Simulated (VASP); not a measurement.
Wanted: the native input for a VASP 6.6.1 run.

```
Task                   : single point
Functional             : PBE
Potentials or basis    : VASP PAW PBE potentials, release 64 (Ca_sv, O)
Cutoff                 : 520 eV
k mesh                 : 9 × 9 × 6
Occupations            : gaussian, width 0.05 eV
Spin                   : no spin polarisation
Dipole correction      : no
Further INCAR settings : ALGO = Normal; EDIFF = 1e-06; NBANDS = 24
```

The structure of CaO lies in POSCAR:

```
CaO
1.0
    3.9919758245      0.0000000000      0.0000000000
   -1.9959879122      3.4571524753      0.0000000000
    0.0000000000      0.0000000000      4.7848400100
Ca O
2 2
Direct
    0.3333333333      0.6666666667      0.7500000000
    0.6666666667      0.3333333333      0.2500000000
    0.3333333333      0.6666666667      0.2500000000
    0.6666666667      0.3333333333      0.7500000000
```

The input as run:

INCAR

```
ALGO = Normal
EDIFF = 1E-6
ENCUT = 520
GGA = PE
ISIF = 2
ISMEAR = 0
LASPH = True
LCHARG = False
LREAL = False
LWAVE = False
NBANDS = 24
NELM = 60
PREC = Accurate
SIGMA = 0.05
```

KPOINTS

```
k-points
0
Gamma
  9 9 6
```

Potentials or basis: VASP PAW PBE potentials, release 64 (Ca_sv, O).

Run with:

```sh
$ cat potpaw_PBE.64/Ca_sv/POTCAR potpaw_PBE.64/O/POTCAR > POTCAR
$ mpirun -np 1 vasp_std > vasp.out
```

It gave:

```json
{
  "Pressure": "1.5 GPa",
  "Band gap on the k mesh": "3.16 eV"
}
```

Caveat: an odd mesh through Γ misses points on the zone boundary, where band edges can lie.

Wall time 93 s on 1 thread of Intel Xeon 8259CL (shared host), peak memory 0.22 GiB.
